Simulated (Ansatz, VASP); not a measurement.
## AlN: VASP beside Ansatz

```xyz
4
Lattice="3.1822 0.0000 0.0000 -1.5911 2.7558 0.0000 0.0000 0.0000 5.1007" Properties=species:S:1:pos:R:3 pbc="T T T"
Al   -0.0298    1.8372    0.0088
Al    1.6209    0.9186    2.5592
N     0.0263    1.8372    1.9550
N     1.5647    0.9186    4.5053
```

Change from the starting cell: mode 4 frozen in at -0.029 Å, equal normal strain along x, y and z +0.0167.

Alike in both runs: task single point; functional PBE; k mesh 9 × 9 × 6; occupations gaussian, width 0.05 eV; no spin polarisation.

```csv
,VASP,Ansatz
version,VASP 6.6.1,Ansatz 0.2.0
potentials or method,"VASP PAW PBE potentials, release 64 (Al, N), cutoff 520 eV","scalar-relativistic, plane waves, PAW"
valence electrons in the cell,16,16
```

```tsv
	VASP	Ansatz	Ansatz less VASP
gap on the k mesh at the Fermi level (eV)	3.61	3.60	-0.005
least direct gap on the mesh (eV)	3.61	3.60	-0.005
pressure (GPa)	-8.9	-8.8	+0.17
traceless stress, the component that is largest in VASP (GPa)	0.48	0.45	-0.028
rms of the force components (eV/Å)	0.075	0.074	-0.0003
```

Atom by atom the forces differ by 0.000 eV/Å (rms over components). The functional is the same, so the differences come from potentials, cutoffs and numerics.
